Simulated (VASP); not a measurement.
# Ge3P4 (P6_3/m) in VASP: notebook

Runs on Ge3P4. Level: PBE. Tasks: single point, relaxation of cell and atoms.

Everything below comes from runs of VASP 6.6.1. Logs are shortened: lines on timing, memory, paths and dates and some standing lists are left out, and cuts for length are marked.

### 1 The cell of the first run

The structure is hexagonal, space group P6_3/m (No. 176). Conventional cell: a = 9.882 Å, b = 9.882 Å, c = 3.785 Å, α = 90.00°, β = 90.00°, γ = 120.00°. Ge (site symmetry m) has 4 P at 2.25 to 2.27 Å within 3.0 Å. Within 3.0 Å of P (site symmetry -6) lie 3 Ge at 2.25 Å. Within 3.0 Å of P (site symmetry m) lie 3 Ge at 2.26 to 2.27 Å.

The cell was built from a structure type or drawn by symmetry, and may not be a known phase.

### 2 Single point, PBE

The input, INCAR:

```
ALGO     = Normal         # electronic algorithm
EDIFF    = 1E-7           # SCF threshold, eV
ENCUT    = 520            # plane-wave cutoff, eV
GGA      = PE             # functional
ISIF     = 2              # what is computed and relaxed
ISMEAR   = 0              # smearing method
LASPH    = True           # aspherical terms in the spheres
LCHARG   = False          # write CHGCAR
LREAL    = False          # projectors in reciprocal space
LWAVE    = False          # write WAVECAR
NBANDS   = 75             # bands
NELM     = 60             # most SCF steps
PREC     = Accurate       # precision mode
SIGMA    = 0.1            # smearing width, eV
```

The input, KPOINTS:

```
k-points
0
Gamma
  3 3 4
```

The input, POSCAR:

```
Ge3P4
1.0
    9.8816307200      0.0000000000      0.0000000000
   -4.9408153600      8.5577432300      0.0000000000
    0.0000000000      0.0000000000      3.7846824000
Ge P
6 8
Direct
    0.8291482800      0.2354844800      0.7500000000
    0.5936638000      0.8291482800      0.2500000000
    0.2354844800      0.4063362000      0.2500000000
    0.7645155200      0.5936638000      0.7500000000
    0.4063362000      0.1708517200      0.7500000000
    0.1708517200      0.7645155200      0.2500000000
    0.6666666700      0.3333333300      0.7500000000
    0.3333333300      0.6666666700      0.2500000000
    0.6696315900      0.9727169700      0.7500000000
    0.6969146100      0.6696315900      0.2500000000
    0.9727169700      0.3030853900      0.2500000000
    0.0272830300      0.6969146100      0.7500000000
    0.3303684100      0.0272830300      0.2500000000
    0.3030853900      0.3303684100      0.7500000000
```

Potentials or basis: VASP PAW PBE potentials, release 64 (Ge_d, P).

Launch:

```console
> cat potpaw_PBE.64/Ge_d/POTCAR potpaw_PBE.64/P/POTCAR > POTCAR
> mpirun -np 1 vasp_std > vasp.out
```

OUTCAR:

```text
EDIFF = 1E-7
   ENCUT = 520
   GGA = PE
   ISIF = 2
   ISMEAR = 0
   LASPH = True
   LREAL = False
   NELM = 60
   PREC = Accurate

 ion  position               nearest neighbor table
   1  0.829  0.235  0.750-   7 2.25  11 2.26  11 2.26   9 2.27
   2  0.594  0.829  0.250-   8 2.25   9 2.26   9 2.26  10 2.27
   3  0.235  0.406  0.250-   8 2.25  14 2.26  14 2.26  11 2.27
   4  0.765  0.594  0.750-   7 2.25  10 2.26  10 2.26  12 2.27
   5  0.406  0.171  0.750-   7 2.25  13 2.26  13 2.26  14 2.27
   6  0.171  0.765  0.250-   8 2.25  12 2.26  12 2.26  13 2.27
   7  0.667  0.333  0.750-   1 2.25   5 2.25   4 2.25
   8  0.333  0.667  0.250-   6 2.25   2 2.25   3 2.25
   9  0.670  0.973  0.750-   2 2.26   2 2.26   1 2.27
  10  0.697  0.670  0.250-   4 2.26   4 2.26   2 2.27
  11  0.973  0.303  0.250-   1 2.26   1 2.26   3 2.27
  12  0.027  0.697  0.750-   6 2.26   6 2.26   4 2.27
  13  0.330  0.027  0.250-   5 2.26   5 2.26   6 2.27
  14  0.303  0.330  0.750-   3 2.26   3 2.26   5 2.27

  LATTYP: Found a hexagonal cell.
 ALAT       =     9.8816307200
 C/A-ratio  =     0.3830018048

  Lattice vectors:

 A1 = (   9.8816307200,   0.0000000000,   0.0000000000)
 A2 = (  -4.9408153600,   8.5577432300,   0.0000000000)
 A3 = (   0.0000000000,   0.0000000000,   3.7846824000)

Analysis of symmetry for initial positions (statically):
=====================================================================
 Subroutine PRICEL returns:
 Original cell was already a primitive cell.

 Routine SETGRP: Setting up the symmetry group for a
 hexagonal supercell.

 Subroutine GETGRP returns: Found 12 space group operations
 (whereof  6 operations were pure point group operations)
 out of a pool of 24 trial point group operations.

The static configuration has the point symmetry S_6 .
 The point group associated with its full space group is C_6h.

Analysis of symmetry for dynamics (positions and initial velocities):
=====================================================================
 Subroutine PRICEL returns:
 Original cell was already a primitive cell.

 Routine SETGRP: Setting up the symmetry group for a
 hexagonal supercell.

 Subroutine GETGRP returns: Found 12 space group operations
 (whereof  6 operations were pure point group operations)
 out of a pool of 24 trial point group operations.

The dynamic configuration has the point symmetry S_6 .
 The point group associated with its full space group is C_6h.

 Subroutine INISYM returns: Found 12 space group operations
 (whereof  6 operations are pure point group operations),
 and found     1 'primitive' translations

----------------------------------------------------------------------------------------

                                     Primitive cell

  volume of cell :     320.0496

  direct lattice vectors                    reciprocal lattice vectors
     9.881630720  0.000000000  0.000000000     0.101197872  0.058426619  0.000000000
    -4.940815360  8.557743230  0.000000000     0.000000000  0.116853237  0.000000000
     0.000000000  0.000000000  3.784682400     0.000000000  0.000000000  0.264222964

  length of vectors
     9.881630720  9.881630716  3.784682400     0.116853237  0.116853237  0.264222964

  position of ions in fractional coordinates (direct lattice)
     0.829148280  0.235484480  0.750000000
     0.593663800  0.829148280  0.250000000
     0.235484480  0.406336200  0.250000000
     0.764515520  0.593663800  0.750000000
     0.406336200  0.170851720  0.750000000
     0.170851720  0.764515520  0.250000000
     0.666666670  0.333333330  0.750000000
     0.333333330  0.666666670  0.250000000
     0.669631590  0.972716970  0.750000000
     0.696914610  0.669631590  0.250000000
     0.972716970  0.303085390  0.250000000
     0.027283030  0.696914610  0.750000000
     0.330368410  0.027283030  0.250000000
     0.303085390  0.330368410  0.750000000

  ion indices of the primitive-cell ions
   primitive index   ion index
                 1           1
                 2           2
                 3           3
[... 50 lines left out ...]
  Fermi-wavevector in a.u.,A,eV,Ry     =   1.193465  2.255321 19.379571  1.424358
  Thomas-Fermi vector in A             =   2.329478
   LORBIT       =      0    0 simple, 1 ext, 2 COOP (PROOUT), +10 PAW based schemes
   GGA     = PE    functional components
   LHFCALC =     F    Hartree Fock is set to
   AEXX    =    0.0000 exact exchange contribution
   IVDW    =     0    specifies the selected vdW correction
   LEPSILON=     F    determine dielectric tensor
   LRPA    =     F    only Hartree local field effects (RPA)
 non-spin polarized calculation
 Gauss-broadening in eV      SIGMA  =   0.10
  energy-cutoff  :      520.00
  volume of cell :      320.05
 maximum number of plane-waves:      8660
 NGX is ok and might be reduce to    80
   NGX = 37   NGY = 37   NGZ = 15

 number of electron     123.9999942 magnetization

 Free energy of the ion-electron system (eV)
  ---------------------------------------------------
  ext. energy  EPLUGINS =         0.00000000
  ---------------------------------------------------
  free energy    TOTEN  =       -64.32661253 eV

  energy without entropy =      -64.30410374  energy(sigma->0) =      -64.31535814

 E-fermi :   4.5987     XC(G=0):  -9.1456

 val. band max:        4.5966741702   @ k =   0.0000   0.0000   0.2500
 cond. band min:       4.6464109545   @ k =   0.3333   0.0000   0.0000
 fundamental gap:      0.0497367843
 Fermi energy:         4.5986585940

 k-point     1 :       0.0000    0.0000    0.0000
  band No.  band energies     occupation
      1     -21.0415      2.00000
      2     -21.0392      2.00000
      3     -21.0392      2.00000
      4     -21.0349      2.00000
      5     -21.0349      2.00000
      6     -21.0335      2.00000
[... 66 lines left out ...]
     73       7.8527      0.00000
     74       7.8529      0.00000
[... 614 lines left out ...]
     73       8.1166      0.00000
     74       8.1270      0.00000
 [bands above 74 left out]

------------------------ aborting loop because EDIFF is reached ----------------------------------------

  FORCE on cell =-STRESS in cart. coord.  units (eV):
  Direction    XX          YY          ZZ          XY          YZ          ZX
  --------------------------------------------------------------------------------------
  -------------------------------------------------------------------------------------
  Total       12.7970154     12.7970154     13.4797641      0.0000004     -0.0000000      0.0000000
  in kB       64.0622167     64.0622167     67.4800757      0.0000020     -0.0000000      0.0000000
  external PRESSURE =      65.2015030 kB  Pullay stress =       0.0000000 kB

 VOLUME and BASIS-vectors are now :
 -----------------------------------------------------------------------------
  energy-cutoff  :      520.00
  volume of cell :      320.05
      direct lattice vectors                 reciprocal lattice vectors
     9.881630720  0.000000000  0.000000000     0.101197872  0.058426619  0.000000000
    -4.940815360  8.557743230  0.000000000     0.000000000  0.116853237  0.000000000
     0.000000000  0.000000000  3.784682400     0.000000000  0.000000000  0.264222964

 POSITION                                       TOTAL-FORCE (eV/Angst)
 -----------------------------------------------------------------------------------
      7.02985      2.01522      2.83851         0.180360      0.051657     -0.000000
      1.76970      7.09564      0.94617         0.045443      0.182025      0.000000
      0.31934      3.47732      0.94617         0.134916     -0.130368     -0.000000
      4.62148      5.08042      2.83851        -0.134916      0.130368      0.000000
      3.17112      1.46211      2.83851        -0.045443     -0.182025     -0.000000
     -2.08904      6.54253      0.94617        -0.180360     -0.051657      0.000000
      4.94082      2.85258      2.83851         0.000000     -0.000000      0.000000
     -0.00000      5.70516      0.94617         0.000000     -0.000000      0.000000
      1.81104      8.32426      2.83851        -0.189316      0.215269      0.000000
      3.57813      5.73054      0.94617        -0.281087     -0.056318      0.000000
      8.11454      2.59373      0.94617         0.091771      0.271588     -0.000000
     -3.17373      5.96402      2.83851        -0.091771     -0.271588     -0.000000
      3.12978      0.23348      0.94617         0.189316     -0.215269     -0.000000
      1.36269      2.82721      2.83851         0.281087      0.056318      0.000000
 -----------------------------------------------------------------------------------
    total drift:                                0.000000     -0.000000      0.000000

  FREE ENERGIE OF THE ION-ELECTRON SYSTEM (eV)
  ---------------------------------------------------
  free  energy   TOTEN  =       -64.3266125287 eV

  energy  without entropy=      -64.3041037422  energy(sigma->0) =      -64.31535814
```

Run time: 3.8 min. Hardware: 1 thread of AMD EPYC 7R13 (Zen 3), shared host; peak memory 0.44 GiB.

Results:

```
Free energy            : -64.3266 eV
Pressure               : 6.5 GPa
Largest force          : 0.287 eV/Å
Band gap on the k mesh : zero (bands 62 and 63 overlap by 0.04 eV)
```

Forces in eV/Å, atoms in the order of the input:
```
Ge   0.180  0.052  0.000
Ge   0.045  0.182  0.000
Ge   0.135 -0.130  0.000
Ge  -0.135  0.130  0.000
Ge  -0.045 -0.182  0.000
Ge  -0.180 -0.052  0.000
P    0.000  0.000  0.000
P    0.000  0.000  0.000
P   -0.189  0.215  0.000
P   -0.281 -0.056  0.000
P    0.092  0.272  0.000
P   -0.092 -0.272  0.000
P    0.189 -0.215  0.000
P    0.281  0.056  0.000
```

Stress tensor (GPa, compression positive):
```
6.41 0.00 0.00
0.00 6.41 0.00
0.00 0.00 6.75
```

Levels at points of the mesh, in eV from the Fermi level:
```csv
k point,band 58,band 59,band 60,band 61,band 62,band 63,band 64,band 65,band 66,band 67
"(0.00, 0.00, 0.00)",-0.89,-0.69,-0.69,-0.64,-0.25,-0.04,0.09,0.09,0.21,0.52
"(0.00, 0.00, 0.50)",-1.36,-1.36,-1.36,-1.28,-1.28,0.97,0.97,0.97,0.97,2.13
```

Caveat: the k points lie up to 0.42 Å⁻¹ apart.

### 3 Single point, PBE

This run uses another cell than the first one, of 24.06 Å³/atom.

The input, INCAR:

```
ALGO = Normal
EDIFF = 1E-7
ENCUT = 520
GGA = PE
ISIF = 2
ISMEAR = 0
LASPH = True
LCHARG = False
LREAL = False
LWAVE = False
NBANDS = 75
NELM = 60
PREC = Accurate
SIGMA = 0.1
```

KPOINTS is that of step 2.

The input, POSCAR:

```
Ge3P4
1.0
    9.9369299985      0.0000000000      0.0000000000
   -4.9684649993      8.6056338143      0.0000000000
    0.0000000000      0.0000000000      3.9388249760
Ge P
6 8
Direct
    0.8221563621      0.2148734658      0.7500000000
    0.6072828963      0.8221563621      0.2500000000
    0.2148734658      0.3927171037      0.2500000000
    0.7851265342      0.6072828963      0.7500000000
    0.3927171037      0.1778436379      0.7500000000
    0.1778436379      0.7851265342      0.2500000000
    0.6666666667      0.3333333333      0.7500000000
    0.3333333333      0.6666666667      0.2500000000
    0.6053313993      0.9581138534      0.7500000000
    0.6472175460      0.6053313993      0.2500000000
    0.9581138534      0.3527824540      0.2500000000
    0.0418861466      0.6472175460      0.7500000000
    0.3946686007      0.0418861466      0.2500000000
    0.3527824540      0.3946686007      0.7500000000
```

Potentials or basis: VASP PAW PBE potentials, release 64 (Ge_d, P).

Launch:

```console
> cat potpaw_PBE.64/Ge_d/POTCAR potpaw_PBE.64/P/POTCAR > POTCAR
> mpirun -np 1 vasp_std > vasp.out
```

Wall time 4.5 min (1 thread of AMD EPYC 7R13 (Zen 3), shared host); peak memory 0.46 GiB.

It converged, with:

- Free energy: -66.8317 eV
- Pressure: 0.0 GPa
- Largest force: 0.032 eV/Å
- Band gap on the k mesh: zero (bands 62 and 63 overlap by 0.02 eV)

Forces on the atoms (eV/Å):
```
Ge   0.030 -0.010  0.000
Ge   0.024  0.021  0.000
Ge   0.006 -0.031  0.000
Ge  -0.006  0.031  0.000
Ge  -0.024 -0.021  0.000
Ge  -0.030  0.010  0.000
P    0.000  0.000  0.000
P    0.000  0.000  0.000
P   -0.002 -0.003  0.000
P    0.001 -0.003  0.000
P   -0.003  0.001  0.000
P    0.003 -0.001  0.000
P    0.002  0.003  0.000
P   -0.001  0.003  0.000
```

Stress tensor (GPa, compression positive):
```
 0.00  0.00  0.00
 0.00  0.00  0.00
 0.00  0.00 -0.12
```

Levels at points of the mesh, in eV from the Fermi level:
```tsv
k point	band 59	band 60	band 61	band 62	band 63	band 64	band 65	band 66
(0.00, 0.00, 0.00)	-1.31	-1.22	-0.28	0.02	0.16	0.16	0.19	0.94
(0.00, 0.00, 0.50)	-1.98	-1.98	-1.67	-1.67	1.04	1.04	1.04	1.04
```

Caveat: the k points lie up to 0.40 Å⁻¹ apart.

### 4 Relaxation of cell and atoms, PBE

This run uses another cell than the first one, of 24.06 Å³/atom.

The input, INCAR:

```
SYSTEM = Ge3P4
PREC     = Accurate       ! precision mode
ENCUT    = 500            ! plane-wave cutoff, eV
EDIFF    = 1E-7           ! SCF threshold, eV
ISMEAR   = 0              ! smearing method
SIGMA    = 0.1            ! smearing width, eV
LREAL    = .FALSE.        ! projectors in reciprocal space
LASPH    = .TRUE.         ! aspherical terms in the spheres
NELM     = 120            ! most SCF steps
ALGO     = Normal         ! electronic algorithm
ISIF     = 3              ! what is computed and relaxed
LWAVE    = .FALSE.        ! write WAVECAR
LCHARG   = .FALSE.        ! write CHGCAR
GGA      = PE             ! functional
IBRION   = 2              ! ionic algorithm
NSW      = 100            ! ionic steps
EDIFFG   = -0.01          ! ionic threshold
GGA_COMPAT= .FALSE.      
NELMIN   = 4            
KPAR     = 4
```

The input, KPOINTS:

```
regular mesh
0
G
  6 6 10
  0 0 0
```

POSCAR is that of step 3.

Launch:

```console
> cat potpaw_PBE.64/Ge_d/POTCAR potpaw_PBE.64/P/POTCAR > POTCAR
> mpirun -np 4 vasp_std > vasp.out
```

It took 32 min on 4 MPI ranks of Intel Xeon 6975P-C (Granite Rapids), shared host; peak memory 0.98 GiB.

Results (log left out):

```yaml
Free_energy: -66.8112 eV
Relaxed_volume: 24.12 Å³/atom
Relaxed_cell: a = 10.038 Å, b = 10.038 Å, c = 3.870 Å, α = 90.00°, β = 90.00°, γ = 120.00°
Space_group_after_relaxing_to_0.1_Å: P6_3/m (No. 176)
Energy_gained_by_relaxing: 3.1 meV/atom
Ionic_steps: 13
Pressure_after_relaxing: 0.0 GPa
Largest_force_after_relaxing: 0.006 eV/Å
Band_gap_on_the_k_mesh: zero (filled and empty bands overlap)
```

Forces on the atoms (eV/Å):
```
Ge   0.000  0.003  0.000
Ge  -0.003  0.002  0.000
Ge   0.003  0.002  0.000
Ge  -0.003 -0.002  0.000
Ge   0.003 -0.002  0.000
Ge   0.000 -0.003  0.000
P    0.000  0.000  0.000
P    0.000  0.000  0.000
P    0.003  0.005  0.000
P   -0.003  0.006  0.000
P    0.006  0.000  0.000
P   -0.006  0.000  0.000
P   -0.003 -0.005  0.000
P    0.003 -0.006  0.000
```

The path:
```
step  energy change (eV)  largest force (eV/Å)  pressure (GPa)  volume (Å³)
   1              0.0000                0.1722           -0.12       336.82
   2             -0.0175                0.1269            0.08       335.93
   3             -0.0336                0.0571            0.55       333.89
   4             -0.0418                0.0633           -0.03       337.52
   5             -0.0418                0.0633           -0.02       337.42
   6             -0.0430                0.0237            0.00       337.60
   7             -0.0432                0.0152            0.01       337.70
   8             -0.0432                0.0157            0.00       337.70
   9             -0.0432                0.0116           -0.01       337.74
  10             -0.0433                0.0164           -0.01       337.76
  11             -0.0433                0.0149            0.00       337.76
  12             -0.0435                0.0109            0.00       337.73
  13             -0.0436                0.0063            0.00       337.68
```

Final structure:
```yaml
crystal:
  lattice:
    - [10.03765, 0.00000, 0.00000]
    - [-5.01882, 8.69286, 0.00000]
    - [0.00000, 0.00000, 3.86996]
  atoms:
    - { symbol: Ge, position: [0.81923, 0.21633, 0.75000] }
    - { symbol: Ge, position: [0.60290, 0.81923, 0.25000] }
    - { symbol: Ge, position: [0.21633, 0.39710, 0.25000] }
    - { symbol: Ge, position: [0.78367, 0.60290, 0.75000] }
    - { symbol: Ge, position: [0.39710, 0.18077, 0.75000] }
    - { symbol: Ge, position: [0.18077, 0.78367, 0.25000] }
    - { symbol: P, position: [0.66667, 0.33333, 0.75000] }
    - { symbol: P, position: [0.33333, 0.66667, 0.25000] }
    - { symbol: P, position: [0.60593, 0.96074, 0.75000] }
    - { symbol: P, position: [0.64519, 0.60593, 0.25000] }
    - { symbol: P, position: [0.96074, 0.35481, 0.25000] }
    - { symbol: P, position: [0.03926, 0.64519, 0.75000] }
    - { symbol: P, position: [0.39407, 0.03926, 0.25000] }
    - { symbol: P, position: [0.35481, 0.39407, 0.75000] }
```

Levels at points of the mesh, in eV from the Fermi level:
| k point | band 60 | band 61 | band 62 | band 63 | band 64 | band 65 |
| --- | --- | --- | --- | --- | --- | --- |
| (0.00, 0.00, 0.00) | -1.25 | -0.48 | -0.02 | 0.18 | 0.18 | 0.23 |
| (0.50, 0.00, 0.00) | -0.94 | -0.16 | -0.06 | 0.03 | 0.11 | 0.18 |
| (0.00, 0.00, 0.50) | -2.21 | -1.86 | -1.86 | 0.74 | 0.74 | 0.74 |
| (0.50, 0.00, 0.50) | -2.04 | -1.48 | -1.48 | 0.40 | 0.40 | 1.07 |

### 5 The runs side by side

| task | cell | k mesh | cutoff (eV) | gap on the mesh (eV) | pressure (GPa) | largest force (eV/Å) |
| --- | --- | --- | --- | --- | --- | --- |
| single point | a = 9.882, b = 9.882, c = 3.785 Å, angles 90.0, 90.0, 120.0°, 14 atoms, atomic positions A | 3 × 3 × 4 | 520 | none | 6.5 | 0.29 |
| single point | a = 9.937, b = 9.937, c = 3.939 Å, angles 90.0, 90.0, 120.0°, 14 atoms, atomic positions B | 3 × 3 × 4 | 520 | none | 0.0 | 0.03 |
| relaxation of cell and atoms | relaxed from a = 9.937, b = 9.937, c = 3.939 Å, angles 90.0, 90.0, 120.0°, 14 atoms, atomic positions B | 6 × 6 × 10 | 500 | none | 0.0 | 0.01 |

Alike in all rows: level PBE; potentials or basis VASP PAW PBE potentials, release 64 (Ge_d, P); no spin polarisation; smearing gaussian 0.1 eV.

Caveats: some runs use coarse meshes.

Absolute energies hang on the potentials; compare differences alone.
